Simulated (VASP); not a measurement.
# ZnO (P6_3mc) in VASP: further runs

The runs below take ZnO through single point, with PBEsol.

All numbers are computed with VASP 6.6.1; they aren't measurements. Logs are shortened: lines on timing, memory, paths and dates and some standing lists are left out, and cuts for length are marked.

## 1. The cell of the first run

The structure is hexagonal, space group P6_3mc (No. 186). Conventional cell: a = 3.360 Å, b = 3.360 Å, c = 4.984 Å, α = 90.00°, β = 90.00°, γ = 120.00°. Within 2.7 Å of Zn (site symmetry 3m) lie 4 O at 2.00 Å. O (site symmetry 3m) has 4 Zn at 2.00 Å within 2.7 Å.

## 2. Single point, PBEsol (biaxial strain in the a-b plane: +4.0 %, then relaxed in part)

File INCAR:

```
SYSTEM = ZnO
  ALGO = Normal
  EDIFF = 1E-6
  ENCUT = 520
  GGA = PS
  ISIF = 2
  ISMEAR = 0
  LASPH = .True.
  LCHARG = .True.
  LELF = .True.
  LREAL = .False.
  LVHAR = .True.
  LWAVE = .False.
  NBANDS = 26
  NELM = 60
  PREC = Accurate
  SIGMA = 0.02
```

File KPOINTS:

```
k-points
0
Gamma
  9 9 6
  0 0 0
```

File POSCAR:

```
ZnO
1.0
    3.3597374222      0.0000000000      0.0000000000
   -1.6798687111      2.9096179577      0.0000000000
    0.0000000000      0.0000000000      4.9835551227
Zn O
2 2
Direct
    0.6666666667      0.3333333333      0.4894818116
    0.3333333333      0.6666666667     -0.0105181884
    0.6666666667      0.3333333333      0.8908281884
    0.3333333333      0.6666666667      0.3908281884
```

Potentials or basis: VASP PAW PBE potentials, release 64 (Zn, O).

Started as:

```console
$ cat potpaw_PBE.64/Zn/POTCAR potpaw_PBE.64/O/POTCAR > POTCAR
$ mpirun -np 1 vasp_std > vasp.out
```

OUTCAR:

```text
SYSTEM = ZnO
   EDIFF = 1E-6
   ENCUT = 520
   GGA = PS
   ISIF = 2
   ISMEAR = 0
   LASPH = .True.
   LREAL = .False.
   NELM = 60
   PREC = Accurate

 ion  position               nearest neighbor table
   1  0.667  0.333  0.489-   3 2.00   4 2.00   4 2.00   4 2.00
   2  0.333  0.667  0.989-   4 2.00   3 2.00   3 2.00   3 2.00
   3  0.667  0.333  0.891-   1 2.00   2 2.00   2 2.00   2 2.00
   4  0.333  0.667  0.391-   2 2.00   1 2.00   1 2.00   1 2.00

  LATTYP: Found a hexagonal cell.
 ALAT       =     3.3597374222
 C/A-ratio  =     1.4833168478

  Lattice vectors:

 A1 = (   3.3597374222,   0.0000000000,   0.0000000000)
 A2 = (  -1.6798687111,   2.9096179577,   0.0000000000)
 A3 = (   0.0000000000,   0.0000000000,   4.9835551227)

Analysis of symmetry for initial positions (statically):
=====================================================================
 Subroutine PRICEL returns:
 Original cell was already a primitive cell.

 Routine SETGRP: Setting up the symmetry group for a
 hexagonal supercell.

 Subroutine GETGRP returns: Found 12 space group operations
 (whereof  6 operations were pure point group operations)
 out of a pool of 24 trial point group operations.

The static configuration has the point symmetry C_3v.
 The point group associated with its full space group is C_6v.

Analysis of symmetry for dynamics (positions and initial velocities):
=====================================================================
 Subroutine PRICEL returns:
 Original cell was already a primitive cell.

 Routine SETGRP: Setting up the symmetry group for a
 hexagonal supercell.

 Subroutine GETGRP returns: Found 12 space group operations
 (whereof  6 operations were pure point group operations)
 out of a pool of 24 trial point group operations.

The dynamic configuration has the point symmetry C_3v.
 The point group associated with its full space group is C_6v.

 Subroutine INISYM returns: Found 12 space group operations
 (whereof  6 operations are pure point group operations),
 and found     1 'primitive' translations

----------------------------------------------------------------------------------------

                                     Primitive cell

  volume of cell :      48.7170

  direct lattice vectors                    reciprocal lattice vectors
[... 83 lines left out ...]
   ISTART =      0    job   : 0-new  1-cont  2-samecut
   ICHARG =      2    charge: 1-file 2-atom 10-const
   ISPIN  =      1    spin polarized calculation?
   LNONCOLLINEAR =      F non collinear calculations
   LSORBIT =      F    spin-orbit coupling
   LASPH  =      T    aspherical Exc in radial PAW
   ENCUT  =  520.0 eV  38.22 Ry    6.18 a.u.   6.25  6.25  9.27*2*pi/ulx,y,z
   NELM   =     60;   NELMIN=  2; NELMDL= -5     # of ELM steps
   EDIFF  = 0.1E-05   stopping-criterion for ELM
   LREAL  =      F    real-space projection
   EDIFFG = 0.1E-04   stopping-criterion for IOM
   NSW    =      0    number of steps for IOM
   IBRION =     -1    ionic relax: 0-MD 1-quasi-New 2-CG
   NFREE  =      0    steps in history (QN), initial steepest desc. (CG)
   ISIF   =      2    stress and relaxation
   ISYM   =      2    0-nonsym 1-usesym 2-fastsym
   POTIM  = 0.5000    time-step for ionic-motion
   TEBEG  =    0.0;   TEEND  =   0.0 temperature during run
   PSTRESS=    0.0 pullay stress
   NELECT =      36.0000    total number of electrons
   NUPDOWN=      -1.0000    fix difference up-down
   EMIN   =  10.00;   EMAX   =-10.00  energy-range for DOS
   EFERMI =   0.00;   METHOD = LEGACY
   ISMEAR =     0;   SIGMA  =   0.02  broadening in eV -4-tet -1-fermi 0-gaus
   EFERMI_NEDOS =   21; number of points for ismear=-14 and -15
   IALGO  =     38    algorithm
   IMIX   =      4    mixing-type and parameters
     AMIX     =   0.40;   BMIX     =  1.00
     AMIX_MAG =   1.60;   BMIX_MAG =  1.00
  volume/ion in A,a.u.               =      12.18        82.19
  Fermi-wavevector in a.u.,A,eV,Ry     =   1.480070  2.796926 29.805005  2.190606
  Thomas-Fermi vector in A             =   2.594149
   LORBIT       =      0    0 simple, 1 ext, 2 COOP (PROOUT), +10 PAW based schemes
   GGA     = PS    functional components
   LHFCALC =     F    Hartree Fock is set to
   AEXX    =    0.0000 exact exchange contribution
   IVDW    =     0    specifies the selected vdW correction
   LEPSILON=     F    determine dielectric tensor
   LRPA    =     F    only Hartree local field effects (RPA)
 non-spin polarized calculation
 Gauss-broadening in eV      SIGMA  =   0.02
  energy-cutoff  :      520.00
  volume of cell :       48.72
 maximum number of plane-waves:      1330
 NGX is ok and might be reduce to    28
   NGX = 13   NGY = 13   NGZ = 19

 number of electron      36.0000006 magnetization

 Free energy of the ion-electron system (eV)
  ---------------------------------------------------
  ext. energy  EPLUGINS =         0.00000000
  ---------------------------------------------------
  free energy    TOTEN  =       -19.32675716 eV

  energy without entropy =      -19.32675716  energy(sigma->0) =      -19.32675716

 E-fermi :   0.9294     XC(G=0): -11.0620

 val. band max:        0.7770652031   @ k =   0.0000   0.0000   0.0000
 cond. band min:       1.4922631527   @ k =   0.0000   0.0000   0.0000
 fundamental gap:      0.7151979495
 Fermi energy:         0.9294261795

 k-point     1 :       0.0000    0.0000    0.0000
  band No.  band energies     occupation
      1     -16.9865      2.00000
      2     -16.1583      2.00000
      3      -4.7740      2.00000
      4      -4.7740      2.00000
      5      -4.6496      2.00000
      6      -4.6496      2.00000
[... 685 lines left out ...]
     25      13.9439      0.00000
     26      14.6578      0.00000

 [... further k-points ...]
[... 5 lines left out ...]
  --------------------------------------------------------------------------------------
  -------------------------------------------------------------------------------------
  Total       -2.1042402     -2.1042402      0.2711878      0.0000000      0.0000000      0.0000000
  in kB      -69.2030642    -69.2030642      8.9186708      0.0000000      0.0000000      0.0000000
  external PRESSURE =     -43.1624858 kB  Pullay stress =       0.0000000 kB

 VOLUME and BASIS-vectors are now :
 -----------------------------------------------------------------------------
  energy-cutoff  :      520.00
  volume of cell :       48.72
      direct lattice vectors                 reciprocal lattice vectors
     3.359737422  0.000000000  0.000000000     0.297642308  0.171843867  0.000000000
    -1.679868711  2.909617958  0.000000000     0.000000000  0.343687733  0.000000000
     0.000000000  0.000000000  4.983555123     0.000000000  0.000000000  0.200659966

 POSITION                                       TOTAL-FORCE (eV/Angst)
 -----------------------------------------------------------------------------------
      1.67987      0.96987      2.43936         0.000000      0.000000     -0.015814
     -0.00000      1.93975      4.93114        -0.000000     -0.000000     -0.015814
      1.67987      0.96987      4.43949         0.000000      0.000000      0.015814
     -0.00000      1.93975      1.94771        -0.000000      0.000000      0.015814
 -----------------------------------------------------------------------------------
    total drift:                               -0.000000     -0.000000     -0.003183

  FREE ENERGIE OF THE ION-ELECTRON SYSTEM (eV)
  ---------------------------------------------------
  free  energy   TOTEN  =       -19.3267571602 eV

  energy  without entropy=      -19.3267571602  energy(sigma->0) =      -19.32675716
```

OSZICAR:

```text
N       E                     dE             d eps       ncg     rms          rms(c)
DAV:   1     0.296456555265E+03    0.29646E+03   -0.18127E+04  2504   0.199E+03
DAV:   2     0.106039555976E+02   -0.28585E+03   -0.26846E+03  2626   0.411E+02
DAV:   3    -0.214736174278E+02   -0.32078E+02   -0.31648E+02  2782   0.140E+02
DAV:   4    -0.221266845788E+02   -0.65307E+00   -0.65141E+00  2784   0.204E+01
DAV:   5    -0.221299624090E+02   -0.32778E-02   -0.32777E-02  2672   0.149E+00    0.133E+01
DAV:   6    -0.192029660005E+02    0.29270E+01   -0.56283E+00  3922   0.614E+01    0.850E+00
DAV:   7    -0.193784413765E+02   -0.17548E+00   -0.26740E+00  2586   0.161E+01    0.514E+00
DAV:   8    -0.193753392530E+02    0.31021E-02   -0.51735E-01  3332   0.710E+00    0.164E+00
DAV:   9    -0.193251536823E+02    0.50186E-01   -0.95593E-02  3570   0.619E+00    0.366E-01
DAV:  10    -0.193266885151E+02   -0.15348E-02   -0.35002E-02  2510   0.132E+00    0.104E-01
DAV:  11    -0.193267421038E+02   -0.53589E-04   -0.53565E-04  2958   0.337E-01    0.260E-02
DAV:  12    -0.193267564478E+02   -0.14344E-04   -0.11579E-04  2920   0.305E-01    0.163E-02
DAV:  13    -0.193267611716E+02   -0.47239E-05   -0.13078E-05  2708   0.781E-02    0.177E-02
DAV:  14    -0.193267572022E+02    0.39695E-05   -0.12012E-05  2730   0.307E-02    0.193E-03
DAV:  15    -0.193267571602E+02    0.41932E-07   -0.90465E-07  1416   0.992E-03
   1 F= -.19326757E+02 E0= -.19326757E+02  d E =-.290115E-29
```

stdout:

```text
POSCAR found type information on POSCAR ZnO
 POSCAR found :  2 types and       4 ions
 scaLAPACK will be used
 -----------------------------------------------------------------------------
|                                                                             |
|                                                                             |
|     You enforced a specific xc type in the INCAR file but a different       |
|     I HOPE YOU KNOW WHAT YOU ARE DOING!                                     |
|                                                                             |
 -----------------------------------------------------------------------------

 LDA part: xc-table for (Slater+PW92), standard interpolation
 POSCAR, INCAR and KPOINTS ok, starting setup
 FFT: planning ... GRIDC
 FFT: planning ... GRID_SOFT
 FFT: planning ... GRID
 WAVECAR not read
 entering main loop
```

Run time: 60 s. Hardware: 1 thread of Intel Xeon Platinum 8375C at 2.90GHz (Ice Lake), shared host; peak memory 0.2 GiB.

What came out:

```yaml
Free_energy: -19.3268 eV
Pressure: -4.3 GPa
Largest_force: 0.016 eV/Å
Band_gap_on_the_k_mesh: 0.72 eV, direct
```

Forces on the atoms (eV/Å):
```
Zn   0.000  0.000 -0.016
Zn   0.000  0.000 -0.016
O    0.000  0.000  0.016
O    0.000  0.000  0.016
```

Levels at points of the mesh, in eV from the valence-band top:
```csv
k point,band 16,band 17,band 18,band 19,band 20,band 21
"(0.00, 0.00, 0.00)",-0.10,0.00,0.00,0.72,4.76,8.71
"(0.00, 0.00, 0.50)",-0.39,-0.39,-0.39,3.49,3.49,10.36
```

Caveat: the cell differs from its parent crystal (biaxial strain in the a-b plane: +4.0 %, then relaxed in part); the PAW data sets were made with another functional, which shifts forces and pressure a little.

## 3. Single point, PBEsol

File INCAR:

```
PREC = Accurate ; ENCUT = 520
EDIFF = 1E-7 ; ISMEAR = 0
SIGMA = 0.02 ; LREAL = F
LASPH = T ; NELM = 60
ALGO = Normal ; ISIF = 2
LWAVE = F ; LCHARG = F
GGA = PS ; NBANDS = 26
```

File KPOINTS:

```
regular mesh
0
Gamma
  9 9 6
```

POSCAR is that of step 2.

Potentials or basis: VASP PAW PBE potentials, release 64 (Zn, O).

Started as:

```console
$ cat potpaw_PBE.64/Zn/POTCAR potpaw_PBE.64/O/POTCAR > POTCAR
$ mpirun -np 1 vasp_std > vasp.out
```

Wall time 55 s (1 thread of Intel Xeon Platinum 8375C at 2.90GHz (Ice Lake), shared host); peak memory 0.2 GiB.

The run converged. Its results:

- Free energy: -19.3268 eV
- Pressure: -4.3 GPa
- Largest force: 0.016 eV/Å
- Band gap on the k mesh: 0.72 eV, direct

Forces in eV/Å, atoms in the order of the input:
```
Zn   0.000  0.000 -0.016
Zn   0.000  0.000 -0.016
O    0.000  0.000  0.016
O    0.000  0.000  0.016
```

Stress tensor (GPa, compression positive):
```
-6.93  0.00  0.00
 0.00 -6.93  0.00
 0.00  0.00  0.88
```

Levels at points of the mesh, in eV from the valence-band top:
| k point | band 14 | band 15 | band 16 | band 17 | band 18 | band 19 | band 20 | band 21 | band 22 | band 23 |
| --- | --- | --- | --- | --- | --- | --- | --- | --- | --- | --- |
| (0.00, 0.00, 0.00) | -0.80 | -0.80 | -0.10 | 0.00 | 0.00 | 0.72 | 4.76 | 8.71 | 11.98 | 11.98 |
| (0.00, 0.00, 0.50) | -2.06 | -0.39 | -0.39 | -0.39 | -0.39 | 3.49 | 3.49 | 10.36 | 10.36 | 12.22 |

Caveat: the PAW data sets were made with another functional, which shifts forces and pressure a little. Expect the measured gap to be larger: semilocal functionals such as PBEsol lack the derivative discontinuity.

(Part 1 of 2 ends here.)
